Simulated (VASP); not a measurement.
Here is a VASP 6.6.1 calculation.

File INCAR:

```
SYSTEM = ZnS
ALGO     = Normal         ! electronic algorithm
EDIFF    = 1E-8           ! SCF threshold, eV
ENCUT    = 600            ! plane-wave cutoff, eV
GGA      = PS             ! functional
IBRION   = 6              ! ionic algorithm
ISIF     = 3              ! what is computed and relaxed
ISMEAR   = 0              ! smearing method
LASPH    = .True.         ! aspherical terms in the spheres
LCHARG   = .False.        ! write CHGCAR
LREAL    = .False.        ! projectors in reciprocal space
LWAVE    = .False.        ! write WAVECAR
NBANDS   = 16             ! bands
NELM     = 80             ! most SCF steps
NFREE    = 2            
NSW      = 1              ! ionic steps
POTIM    = 0.015          ! step
PREC     = Accurate       ! precision mode
SIGMA    = 0.01           ! smearing width, eV
```

KPOINTS

```
k-points
0
Gamma
  8 8 8
  0 0 0
```

The input POSCAR:

```
ZnS
1.0
    0.0000000000      2.6777714182      2.6777714182
    2.6777714182      0.0000000000      2.6777714182
    2.6777714182      2.6777714182      0.0000000000
Zn S
1 1
Direct
    0.7500000000      0.7500000000      0.7500000000
    0.0000000000      0.0000000000      0.0000000000
```

Potentials or basis: VASP PAW PBE potentials, release 64 (Zn, S).

Launch:

```bash
$ cat potpaw_PBE.64/Zn/POTCAR potpaw_PBE.64/S/POTCAR > POTCAR
$ mpirun -np 1 vasp_std > vasp.out
```

Task: Estimate the elastic constants C11, C12, C44.

Result: 108, 66, 48 GPa.

Task: Predict the Voigt bulk modulus.

Result: 80 GPa.

Task: Estimate the highest phonon frequency at Γ, LO-TO splitting left out.

Result: 280 cm⁻¹.

Phonon frequencies in cm⁻¹ (negative: imaginary):
| q point | frequencies |
| --- | --- |
| (0.000, 0.000, 0.000) | 0 0 0 280 280 280 |

Caveat: the PAW data sets were made with another functional, which shifts forces and pressure a little.
